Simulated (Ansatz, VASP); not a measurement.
# MgSn2N2 in VASP and in Ansatz

```xyz
5
Lattice="3.5828 0.0000 0.0000 -1.7914 3.1028 0.0000 0.0000 0.0000 8.1731" Properties=species:S:1:pos:R:3 pbc="T T T"
Mg    0.0000    0.0000    0.0000
Sn    1.7914    1.0343    5.5764
Sn    0.0000    2.0686    2.5967
N     1.7914    1.0343    3.1791
N     0.0000    2.0686    4.9940
```

Change from the starting cell: species swapped into the TbAl2Ge2 type (P-3m1, No. 164).

Alike in both runs: functional PBE; k mesh 12 × 12 × 6; occupations gaussian, width 0.1 eV; no spin polarisation.

Ansatz relaxed the structure, and its values are those at the end. VASP's run is a single point on that final structure, the one shown.

|  | VASP | Ansatz |
| --- | --- | --- |
| version | VASP 6.6.1 | Ansatz 0.2.0 |
| potentials or method | VASP PAW PBE potentials, release 64 (Mg, Sn_d, N), cutoff 520 eV | scalar-relativistic, plane waves, PAW |
| valence electrons in the cell | 40 | 48 |

```csv
,VASP,Ansatz,Ansatz less VASP
gap on the k mesh at the Fermi level (eV),none,none,-
pressure (GPa),0.0,0.0,-0.01
rms of the force components (eV/Å),0.008,0.000,-0.0082
```

A gap of «none» marks a metal or a gap that the smearing closes. With one functional, cell and mesh, what is left measures potentials, basis and numerics. VASP's potentials hold 40 valence electrons a cell and Ansatz's 48, so a difference there can come from the potentials and not from the codes.
